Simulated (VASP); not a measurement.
The system is RbBr.

```xyz
2
Lattice="0.0000 3.8695 3.8695 3.8695 0.0000 3.8695 3.8695 3.8695 0.0000" Properties=species:S:1:pos:R:3 pbc="T T T"
Rb    0.0000    0.0000    0.0000
Br    1.9347    1.9347    1.9347
```

Program: VASP 6.6.1. Alike in all runs: task single point; no spin polarisation; cell as given; cutoff (eV) 520; smearing gaussian 0.01 eV.

Question: Order these runs on this cell by their band gap on the k mesh, lowest first.
A. level PBE; potentials or basis VASP PAW PBE potentials, release 64 (Rb_sv, Br); k mesh 4 × 4 × 4
B. level LDA; potentials or basis VASP PAW LDA potentials, release 64 (Rb_sv, Br); k mesh 6 × 6 × 6
C. level PBE0; potentials or basis VASP PAW PBE potentials, release 64 (Rb_sv, Br); k mesh 4 × 4 × 4; grid for exact exchange (PRECFOCK) Normal
D. level HSE06; potentials or basis VASP PAW PBE potentials, release 64 (Rb_sv, Br); k mesh 4 × 4 × 4; grid for exact exchange (PRECFOCK) Normal; screening parameter 0.2079 1/Å
E. level HF; potentials or basis VASP PAW PBE potentials, release 64 (Rb_sv, Br); k mesh 4 × 4 × 4; grid for exact exchange (PRECFOCK) Normal

Answer: B (3.82 eV), A (4.07 eV), D (5.18 eV), C (5.91 eV), E (10.98 eV).

A k mesh can miss the band edges.
